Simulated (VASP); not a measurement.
# GaN in VASP: a series of runs, part 2 of 2

VASP 6.6.1. Earlier steps stand in the parts before.

## (4) Single point, PBE

INCAR reads:

```
PREC = Accurate
ENCUT = 600
EDIFF = 1E-6
ISMEAR = 0
SIGMA = 0.01
LREAL = F
LASPH = T
NELM = 120
ALGO = Normal
ISIF = 2
LWAVE = F
LCHARG = T
GGA = PE
LELF = T
LVHAR = T
NBANDS = 16
GGA_COMPAT = F
```

KPOINTS reads:

```
regular mesh
0
Gamma
  5 5 5
```

POSCAR reads:

```
GaN
1.0
    0.0000000000      2.2535000000      2.2535000000
    2.2535000000      0.0000000000      2.2535000000
    2.2535000000      2.2535000000      0.0000000000
Ga N
1 1
Direct
   -0.0000726543      0.0004218511      0.0007047196
    0.7503616530      0.7479001413      0.7464920991
```

Potentials or basis: VASP PAW PBE potentials, release 64 (Ga_d, N).

Run with:

```
$ cat potpaw_PBE.64/Ga_d/POTCAR potpaw_PBE.64/N/POTCAR > POTCAR
$ mpirun -np 1 vasp_std > vasp.out
```

OUTCAR:

```text
PREC = Accurate
   ENCUT = 600
   EDIFF = 1E-6
   ISMEAR = 0
   LREAL = F
   LASPH = T
   NELM = 120
   ISIF = 2
   GGA = PE

 ion  position               nearest neighbor table
   1  1.000  0.000  0.001-   2 1.94   2 1.95   2 1.95   2 1.97
   2  0.750  0.748  0.746-   1 1.94   1 1.95   1 1.95   1 1.97

  LATTYP: Found a face centered cubic cell.
 ALAT       =     4.5070000000

  Lattice vectors:

 A1 = (   0.0000000000,   2.2535000000,   2.2535000000)
 A2 = (   2.2535000000,   0.0000000000,   2.2535000000)
 A3 = (   2.2535000000,   2.2535000000,   0.0000000000)

Analysis of symmetry for initial positions (statically):
=====================================================================
 Subroutine PRICEL returns:
 Original cell was already a primitive cell.

 Routine SETGRP: Setting up the symmetry group for a
 face centered cubic supercell.

 Subroutine GETGRP returns: Found  1 space group operations
 (whereof  1 operations were pure point group operations)
 out of a pool of 48 trial point group operations.

The static configuration has the point symmetry C_1 .

Analysis of symmetry for dynamics (positions and initial velocities):
=====================================================================
 Subroutine PRICEL returns:
 Original cell was already a primitive cell.

 Routine SETGRP: Setting up the symmetry group for a
 face centered cubic supercell.

 Subroutine GETGRP returns: Found  1 space group operations
 (whereof  1 operations were pure point group operations)
 out of a pool of 48 trial point group operations.

The dynamic configuration has the point symmetry C_1 .

 Subroutine INISYM returns: Found  1 space group operations
 (whereof  1 operations are pure point group operations),
 and found     1 'primitive' translations

----------------------------------------------------------------------------------------

                                     Primitive cell

  volume of cell :      22.8877

  direct lattice vectors                    reciprocal lattice vectors
     0.000000000  2.253500000  2.253500000    -0.221877080  0.221877080  0.221877080
     2.253500000  0.000000000  2.253500000     0.221877080 -0.221877080  0.221877080
     2.253500000  2.253500000  0.000000000     0.221877080  0.221877080 -0.221877080

  length of vectors
     3.186930263  3.186930263  3.186930263     0.384302376  0.384302376  0.384302376

  position of ions in fractional coordinates (direct lattice)
     0.999927346  0.000421851  0.000704720
     0.750361653  0.747900141  0.746492099

  ion indices of the primitive-cell ions
   primitive index   ion index
                 1           1
                 2           2

----------------------------------------------------------------------------------------

 KPOINTS: regular mesh

Automatic generation of k-mesh.
 Grid dimensions read from file:
 generate k-points for:    5    5    5

 Generating k-lattice:

  Cartesian coordinates                     Fractional coordinates (reciprocal lattice)
    -0.044375416  0.044375416  0.044375416     0.200000000  0.000000000  0.000000000
     0.044375416 -0.044375416  0.044375416     0.000000000  0.200000000  0.000000000
     0.044375416  0.044375416 -0.044375416     0.000000000  0.000000000  0.200000000

  Length of vectors
     0.076860475  0.076860475  0.076860475

  Shift w.r.t. Gamma in fractional coordinates (k-lattice)
     0.000000000  0.000000000  0.000000000

 Subroutine IBZKPT returns following result:
 ===========================================

 Found     63 irreducible k-points:

 Following reciprocal coordinates:
            Coordinates               Weight
  0.000000  0.000000  0.000000      1.000000
  0.200000  0.000000  0.000000      2.000000
  0.000000  0.200000  0.000000      2.000000
  0.000000  0.000000  0.200000      2.000000
  0.200000  0.200000  0.200000      2.000000
  0.400000  0.000000  0.000000      2.000000
[... 16 lines left out ...]
  0.200000  0.400000  0.400000      2.000000
  0.400000  0.000000  0.200000      2.000000
 [... further k-points ...]
   k-points           NKPTS =     63   k-points in BZ     NKDIM =     63   number of bands    NBANDS=     16
   number of dos      NEDOS =    301   number of ions     NIONS =      2
   total plane-waves  NPLWV =  21952
   dimension x,y,z NGX =    28 NGY =   28 NGZ =   28
   dimension x,y,z NGXF=    56 NGYF=   56 NGZF=   56
   ions per type =               1   1
   NGX,Y,Z   is equivalent  to a cutoff of  14.61, 14.61, 14.61 a.u.
   NGXF,Y,Z  is equivalent  to a cutoff of  29.21, 29.21, 29.21 a.u.
 SYSTEM =  unknown system
   PREC   = accura    normal or accurate (medium, high low for compatibility)
   ISTART =      0    job   : 0-new  1-cont  2-samecut
   ICHARG =      2    charge: 1-file 2-atom 10-const
   ISPIN  =      1    spin polarized calculation?
   LNONCOLLINEAR =      F non collinear calculations
   LSORBIT =      F    spin-orbit coupling
   LASPH  =      T    aspherical Exc in radial PAW
   ENCUT  =  600.0 eV  44.10 Ry    6.64 a.u.   6.37  6.37  6.37*2*pi/ulx,y,z
   NELM   =    120;   NELMIN=  2; NELMDL= -5     # of ELM steps
   EDIFF  = 0.1E-05   stopping-criterion for ELM
   LREAL  =      F    real-space projection
   EDIFFG = 0.1E-04   stopping-criterion for IOM
   NSW    =      0    number of steps for IOM
   IBRION =     -1    ionic relax: 0-MD 1-quasi-New 2-CG
   NFREE  =      0    steps in history (QN), initial steepest desc. (CG)
   ISIF   =      2    stress and relaxation
   ISYM   =      2    0-nonsym 1-usesym 2-fastsym
   POTIM  = 0.5000    time-step for ionic-motion
   TEBEG  =    0.0;   TEEND  =   0.0 temperature during run
   PSTRESS=    0.0 pullay stress
   NELECT =      18.0000    total number of electrons
   NUPDOWN=      -1.0000    fix difference up-down
   EMIN   =  10.00;   EMAX   =-10.00  energy-range for DOS
   EFERMI =   0.00;   METHOD = LEGACY
   ISMEAR =     0;   SIGMA  =   0.01  broadening in eV -4-tet -1-fermi 0-gaus
   EFERMI_NEDOS =   21; number of points for ismear=-14 and -15
   IALGO  =     38    algorithm
   IMIX   =      4    mixing-type and parameters
     AMIX     =   0.40;   BMIX     =  1.00
     AMIX_MAG =   1.60;   BMIX_MAG =  1.00
  volume/ion in A,a.u.               =      11.44        77.23
  Fermi-wavevector in a.u.,A,eV,Ry     =   1.511117  2.855597 31.068560  2.283475
  Thomas-Fermi vector in A             =   2.621217
   LORBIT       =      0    0 simple, 1 ext, 2 COOP (PROOUT), +10 PAW based schemes
   GGA     = PE    functional components
   LHFCALC =     F    Hartree Fock is set to
   AEXX    =    0.0000 exact exchange contribution
   IVDW    =     0    specifies the selected vdW correction
   LEPSILON=     F    determine dielectric tensor
   LRPA    =     F    only Hartree local field effects (RPA)
 non-spin polarized calculation
 Gauss-broadening in eV      SIGMA  =   0.01
  energy-cutoff  :      600.00
  volume of cell :       22.89
 maximum number of plane-waves:       785
 NGX is ok and might be reduce to    28
   NGX = 13   NGY = 13   NGZ = 13

 number of electron      18.0000005 magnetization

 Free energy of the ion-electron system (eV)
  ---------------------------------------------------
  ext. energy  EPLUGINS =         0.00000000
  ---------------------------------------------------
  free energy    TOTEN  =       -12.12675761 eV

  energy without entropy =      -12.12675761  energy(sigma->0) =      -12.12675761

 E-fermi :   5.4975     XC(G=0): -11.6636

 val. band max:        5.3339422630   @ k =   0.0000   0.0000   0.0000
 cond. band min:       7.0144424203   @ k =   0.0000   0.0000   0.0000
 fundamental gap:      1.6805001573
 Fermi energy:         5.4975467056

 k-point     1 :       0.0000    0.0000    0.0000
  band No.  band energies     occupation
      1     -10.6434      2.00000
      2      -8.1660      2.00000
      3      -8.1622      2.00000
      4      -8.1548      2.00000
      5      -7.8422      2.00000
      6      -7.8420      2.00000
[... 8 lines left out ...]
     15      24.0935      0.00000
     16      24.1538      0.00000

 k-point     2 :       0.2000    0.0000    0.0000
  band No.  band energies     occupation
      1     -10.2568      2.00000
      2      -8.1198      2.00000
      3      -8.1135      2.00000
      4      -7.9570      2.00000
      5      -7.8425      2.00000
      6      -7.8419      2.00000
[... 8 lines left out ...]
     15      22.0605      0.00000
     16      22.0864      0.00000
[... 387 lines left out ...]
      5      -7.7912      2.00000
      6      -7.0627      2.00000
[... 8 lines left out ...]
     15      25.5390      0.00000
     16      26.2242      0.00000

 k-point    24 :       0.4000    0.0000    0.2000
  band No.  band energies     occupation
      1      -9.7457      2.00000
      2      -8.0522      2.00000
      3      -7.9999      2.00000
      4      -7.9261      2.00000
      5      -7.7907      2.00000
      6      -7.0626      2.00000
[... 8 lines left out ...]
     15      25.5629      0.00000
     16      26.2190      0.00000

 [... further k-points ...]
[... 5 lines left out ...]
  --------------------------------------------------------------------------------------
  -------------------------------------------------------------------------------------
  Total        0.6973258      0.7003700      0.7013445     -0.0347522     -0.1261705     -0.0689949
  in kB       48.8139145     49.0270161     49.0952273     -2.4327121     -8.8321382     -4.8297552
  external PRESSURE =      48.9787193 kB  Pullay stress =       0.0000000 kB

 VOLUME and BASIS-vectors are now :
 -----------------------------------------------------------------------------
  energy-cutoff  :      600.00
  volume of cell :       22.89
      direct lattice vectors                 reciprocal lattice vectors
     0.000000000  2.253500000  2.253500000    -0.221877080  0.221877080  0.221877080
     2.253500000  0.000000000  2.253500000     0.221877080 -0.221877080  0.221877080
     2.253500000  2.253500000  0.000000000     0.221877080  0.221877080 -0.221877080

 POSITION                                       TOTAL-FORCE (eV/Angst)
 -----------------------------------------------------------------------------------
      0.00254      2.25492      2.25429        -0.183824     -0.100599     -0.050771
      3.36761      3.37316      3.37633         0.183824      0.100599      0.050771
 -----------------------------------------------------------------------------------
    total drift:                               -0.000029     -0.000020     -0.000005

  FREE ENERGIE OF THE ION-ELECTRON SYSTEM (eV)
  ---------------------------------------------------
  free  energy   TOTEN  =       -12.1267576069 eV

  energy  without entropy=      -12.1267576069  energy(sigma->0) =      -12.12675761
```

OSZICAR:

```text
N       E                     dE             d eps       ncg     rms          rms(c)
DAV:   1     0.846935798142E+02    0.84694E+02   -0.10135E+04  2304   0.217E+03
DAV:   2    -0.807342223880E+01   -0.92767E+02   -0.87350E+02  2304   0.349E+02
DAV:   3    -0.140698932647E+02   -0.59965E+01   -0.59738E+01  2312   0.749E+01
DAV:   4    -0.141398250804E+02   -0.69932E-01   -0.69923E-01  2544   0.872E+00
DAV:   5    -0.141407690159E+02   -0.94394E-03   -0.94393E-03  2424   0.903E-01    0.772E+00
DAV:   6    -0.121253189549E+02    0.20155E+01   -0.49701E+00  3080   0.403E+01    0.268E+00
DAV:   7    -0.121338025808E+02   -0.84836E-02   -0.32318E-01  2120   0.653E+00    0.174E+00
DAV:   8    -0.121301489231E+02    0.36537E-02   -0.55626E-02  2240   0.334E+00    0.718E-01
DAV:   9    -0.121265214545E+02    0.36275E-02   -0.13974E-02  3040   0.280E+00    0.187E-01
DAV:  10    -0.121268411526E+02   -0.31970E-03   -0.15510E-03  2400   0.607E-01    0.821E-02
DAV:  11    -0.121267516683E+02    0.89484E-04   -0.30096E-04  2880   0.274E-01    0.128E-02
DAV:  12    -0.121267578356E+02   -0.61672E-05   -0.30987E-05  2256   0.619E-02    0.113E-02
DAV:  13    -0.121267576069E+02    0.22866E-06   -0.11883E-06  2344   0.155E-02
   1 F= -.12126758E+02 E0= -.12126758E+02  d E =-.256719-120
```

stdout:

```text
POSCAR found type information on POSCAR GaN
 POSCAR found :  2 types and       2 ions
 scaLAPACK will be used
 LDA part: xc-table for (Slater+PW92), standard interpolation
 POSCAR, INCAR and KPOINTS ok, starting setup
 FFT: planning ... GRIDC
 FFT: planning ... GRID_SOFT
 FFT: planning ... GRID
 WAVECAR not read
 entering main loop
```

Run time: 30 s. Hardware: 1 thread of Intel Xeon Platinum 8259CL at 2.50GHz (Skylake/Cascade Lake), shared host; peak memory 0.17 GiB.

What came out:

```yaml
Free_energy: -12.1268 eV
Pressure: 4.9 GPa
Largest_force: 0.216 eV/Å
Band_gap_on_the_k_mesh: 1.68 eV, direct
```

Forces in eV/Å, atoms in the order of the input:
```
Ga  -0.184 -0.101 -0.051
N    0.184  0.101  0.051
```

Levels at points of the mesh, in eV from the valence-band top:
| k point | band 5 | band 6 | band 7 | band 8 | band 9 | band 10 | band 11 | band 12 | band 13 | band 14 |
| --- | --- | --- | --- | --- | --- | --- | --- | --- | --- | --- |
| (0.00, 0.00, 0.00) | -13.18 | -13.18 | -0.07 | -0.05 | 0.00 | 1.68 | 10.22 | 10.26 | 10.28 | 17.56 |

Caveat: the k points lie up to 0.48 Å⁻¹ apart.

## (5) Single point, PBE

INCAR reads:

```
PREC = Accurate ; ENCUT = 600
EDIFF = 1E-6 ; ISMEAR = 0
SIGMA = 0.01 ; LREAL = F
LASPH = T ; NELM = 120
ALGO = Normal ; ISIF = 2
LWAVE = F ; LCHARG = F
GGA = PE ; NBANDS = 16
GGA_COMPAT = F
```

KPOINTS is that of step 4.

POSCAR reads:

```
GaN
1.0
    0.0000000000      2.2535000000      2.2535000000
    2.2535000000      0.0000000000      2.2535000000
    2.2535000000      2.2535000000      0.0000000000
Ga N
1 1
Direct
   -0.0001040235      0.0006117301      0.0010205256
    0.7505178001      0.7469549748      0.7449201014
```

Run with:

```
$ cat potpaw_PBE.64/Ga_d/POTCAR potpaw_PBE.64/N/POTCAR > POTCAR
$ mpirun -np 1 vasp_std > vasp.out
```

It took 28 s on 1 thread of Intel Xeon Platinum 8259CL at 2.50GHz (Skylake/Cascade Lake), shared host; peak memory 0.17 GiB.

The run converged. Its results:

- Free energy: -12.1246 eV
- Pressure: 4.9 GPa
- Largest force: 0.309 eV/Å
- Band gap on the k mesh: 1.66 eV, direct

Forces in eV/Å, atoms in the order of the input:
```
Ga  -0.265 -0.144 -0.069
N    0.265  0.144  0.069
```

Stress tensor (GPa, compression positive):
```
 4.90 -0.33 -0.69
-0.33  4.94 -1.27
-0.69 -1.27  4.96
```

Levels at points of the mesh, in eV from the valence-band top:
```csv
k point,band 5,band 6,band 7,band 8,band 9,band 10,band 11,band 12,band 13,band 14
"(0.00, 0.00, 0.00)",-13.19,-13.19,-0.10,-0.06,0.00,1.66,10.19,10.24,10.27,17.54
```

Caveat: the k points lie up to 0.48 Å⁻¹ apart.
